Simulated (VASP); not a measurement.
A run of VASP 6.6.1 is set up as follows.

File INCAR:

```
SYSTEM = TaAs
  PREC = Accurate
  ENCUT = 520
  EDIFF = 1E-7
  ISMEAR = -1
  SIGMA = 0.05
  LREAL = .FALSE.
  LASPH = .TRUE.
  NELM = 100
  ALGO = Normal
  ISIF = 2
  LWAVE = .FALSE.
  LCHARG = .FALSE.
  NBANDS = 24
```

KPOINTS

```
Automatic mesh
0
G
  11 11 11
  0 0 0
```

File POSCAR:

```
TaAs
1.0
   -1.7555829819      1.7555829819      5.9830284314
    1.7555829819     -1.7555829819      5.9830284314
    1.7555829819      1.7555829819     -5.9830284314
Ta As
2 2
Direct
    0.4999673000      0.4999673000      0.0000000000
    0.2499673000      0.7499673000      0.5000000000
    0.0826321200      0.0826321200      0.0000000000
    0.8326321200      0.3326321200      0.5000000000
```

Potentials or basis: VASP PAW LDA potentials, release 64 (Ta_pv, As).

The run is started by

```bash
$ cat potpaw_LDA.64/Ta_pv/POTCAR potpaw_LDA.64/As/POTCAR > POTCAR
$ mpirun -np 1 vasp_std > vasp.out
```

Q: What does it give for the band gap on the k mesh?

A: Zero (filled and empty bands overlap).

Q: Estimate the largest force.

A: 0.004 eV/Å.

Q: Estimate the pressure.

A: -15.3 GPa.

Forces on the atoms (eV/Å):
```
Ta   0.000  0.000 -0.004
Ta   0.000  0.000 -0.004
As   0.000  0.000  0.004
As   0.000  0.000  0.004
```

Caveat: the cell stands under tension; spin-orbit coupling is left out, which moves the levels of the heavy elements.
